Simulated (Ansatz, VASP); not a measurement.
# One calculation of GePt, two programs

```
CELL_PARAMETERS angstrom
0.00000 2.81806 2.81806
2.81806 0.00000 2.81806
2.81806 2.81806 0.00000
ATOMIC_POSITIONS crystal
Ge 0.75000 0.75000 0.75000
Pt 0.00000 0.00000 0.00000
```

Change from the starting cell: species swapped into the InAs type (F-43m, No. 216).

Alike in both runs: functional PBE; k mesh 6 × 6 × 6; occupations gaussian, width 0.2 eV; no spin polarisation.

Ansatz relaxed the structure, and its values are those at the end. VASP's run is a single point on that final structure, the one shown.

```csv
,VASP,Ansatz
version,VASP 6.6.1,Ansatz 0.2.0
potentials or method,"VASP PAW PBE potentials, release 64 (Ge_d, Pt), cutoff 500 eV","scalar-relativistic, plane waves, PAW"
valence electrons in the cell,24,32
```

|  | VASP | Ansatz | Ansatz less VASP |
| --- | --- | --- | --- |
| gap on the k mesh at the Fermi level (eV) | none | none | - |
| pressure (GPa) | -0.4 | -0.4 | +0.01 |

A gap of «none» marks a metal or a gap that the smearing closes. VASP's potentials hold 24 valence electrons a cell and Ansatz's 32, so a difference there can come from the potentials and not from the codes.

Neither program's run includes spin-orbit coupling.
